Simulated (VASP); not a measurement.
A run of VASP 6.6.1 is set up as follows.

Contents of INCAR:

```
SYSTEM = CdSb2O2
PREC     = Accurate       ! precision mode
ENCUT    = 600            ! plane-wave cutoff, eV
EDIFF    = 1E-6           ! SCF threshold, eV
ISMEAR   = 0              ! smearing method
SIGMA    = 0.1            ! smearing width, eV
LREAL    = .False.        ! projectors in reciprocal space
LASPH    = .True.         ! aspherical terms in the spheres
NELM     = 80             ! most SCF steps
ALGO     = Normal         ! electronic algorithm
ISIF     = 3              ! what is computed and relaxed
LWAVE    = .False.        ! write WAVECAR
LCHARG   = .False.        ! write CHGCAR
GGA      = PE             ! functional
IBRION   = 2              ! ionic algorithm
NSW      = 90             ! ionic steps
EDIFFG   = -0.04          ! ionic threshold
```

KPOINTS

```
Automatic mesh
0
Gamma
  6 6 4
  0 0 0
```

The input POSCAR:

```
CdSb2O2
1.0
    5.4212538300      0.0000000000      0.0000000000
   -2.7106269200      4.6949435400      0.0000000000
    0.0000000000      0.0000000000      4.2508548900
Cd Sb O
1 2 2
Direct
    0.0000000000      0.0000000000      0.8631880300
    0.3333333300      0.6666666700      0.4786919100
    0.6666666700      0.3333333300      0.4786919100
    0.3333333300      0.6666666700      0.1125924500
    0.6666666700      0.3333333300      0.1125924500
```

Potentials or basis: VASP PAW PBE potentials, release 64 (Cd, Sb, O).

Launch:

```bash
$ cat potpaw_PBE.64/Cd/POTCAR potpaw_PBE.64/Sb/POTCAR potpaw_PBE.64/O/POTCAR > POTCAR
$ mpirun -np 1 vasp_std > vasp.out
```

Problem. What does it give for the relaxed volume?

Solution. 20.64 Å³/atom.

Problem. Estimate the band gap on the k mesh.

Solution. Zero (bands 17 and 18 overlap by 1.32 eV).

Problem. Predict the relaxed cell.

Solution. a = 5.365 Å, b = 5.365 Å, c = 4.139 Å, α = 90.00°, β = 90.00°, γ = 120.00°.

Problem. Estimate the space group after relaxing (to 0.1 Å).

Solution. P6mm (No. 183).

Forces on the atoms (eV/Å):
```
Cd   0.000  0.000  0.011
Sb   0.000  0.000  0.027
Sb   0.000  0.000  0.027
O    0.000  0.000 -0.032
O    0.000  0.000 -0.032
```

Caveat: the k points lie up to 0.38 Å⁻¹ apart in the final cell, too coarse for converged energies and pressures of a metal; spin-orbit coupling is left out, which moves the levels of the heavy elements.
